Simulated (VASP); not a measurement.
Here is a VASP 6.6.1 calculation.

Contents of POSCAR:

```
Fe
1.0
    2.4740102377      0.0000000000      0.0000000000
   -1.2370051189      2.1425557150      0.0000000000
    0.0000000000      0.0000000000      8.4974383589
Fe
4
Direct
    1.0000000000      0.0000000000      0.0000000000
    1.0000000000      1.0000000000      0.5000000000
    0.3333333333      0.6666666667      0.2500000000
    0.6666666667      0.3333333333      0.7500000000
```

The input INCAR.step1:

```
SYSTEM = Fe
PREC     = Accurate       ! precision mode
ENCUT    = 520            ! plane-wave cutoff, eV
ISMEAR   = -1             ! smearing method
SIGMA    = 0.05           ! smearing width, eV
LREAL    = .False.        ! projectors in reciprocal space
LASPH    = .True.         ! aspherical terms in the spheres
NELM     = 150            ! most SCF steps
ISPIN    = 2              ! spin polarisation
MAGMOM   = 2.551 2.551 -2.76 -2.76 ! initial moments
LMAXMIX  = 4              ! l up to which the mixer works
NBANDS   = 28             ! bands
GGA      = PE             ! functional
ALGO     = Normal         ! electronic algorithm
EDIFF    = 1E-4           ! SCF threshold, eV
LWAVE    = .True.         ! write WAVECAR
LCHARG   = .False.        ! write CHGCAR
```

Contents of INCAR.step2:

```
SYSTEM = Fe
PREC     = Accurate       ! precision mode
ENCUT    = 520            ! plane-wave cutoff, eV
EDIFF    = 1E-6           ! SCF threshold, eV
ISMEAR   = -1             ! smearing method
SIGMA    = 0.05           ! smearing width, eV
LREAL    = .False.        ! projectors in reciprocal space
LASPH    = .True.         ! aspherical terms in the spheres
NELM     = 150            ! most SCF steps
ALGO     = Normal         ! electronic algorithm
ISIF     = 2              ! what is computed and relaxed
LWAVE    = .False.        ! write WAVECAR
LCHARG   = .False.        ! write CHGCAR
ISPIN    = 2              ! spin polarisation
MAGMOM   = 2.551 2.551 -2.76 -2.76 ! initial moments
LORBIT   = 11             ! projections on sites
LMAXMIX  = 4              ! l up to which the mixer works
METAGGA  = R2SCAN         ! meta-GGA
LMIXTAU  = .True.       
NBANDS   = 28             ! bands
ISTART   = 1
```

KPOINTS

```
regular mesh
0
Gamma
  16 16 4
  0 0 0
```

Potentials or basis: VASP PAW PBE potentials, release 64 (Fe).

The run is started by

```bash
$ cat potpaw_PBE.64/Fe/POTCAR > POTCAR
$ cp INCAR.step1 INCAR
$ mpirun -np 1 vasp_std > vasp.out
$ cp INCAR.step2 INCAR
$ mpirun -np 1 vasp_std > vasp.out
```

**Question.** What does it give for the site moments?

**Answer.** Fe +2.40, -2.65 μB.

**Question.** What does it give for the pressure?

**Answer.** 5.5 GPa.

**Question.** Estimate the net moment.

**Answer.** -0.52 μB per cell.

Stress tensor (GPa, compression positive):
```
6.03 0.00 0.00
0.00 6.03 0.00
0.00 0.00 4.54
```

Caveat: the PAW data sets were made with another functional, which shifts forces and pressure a little.
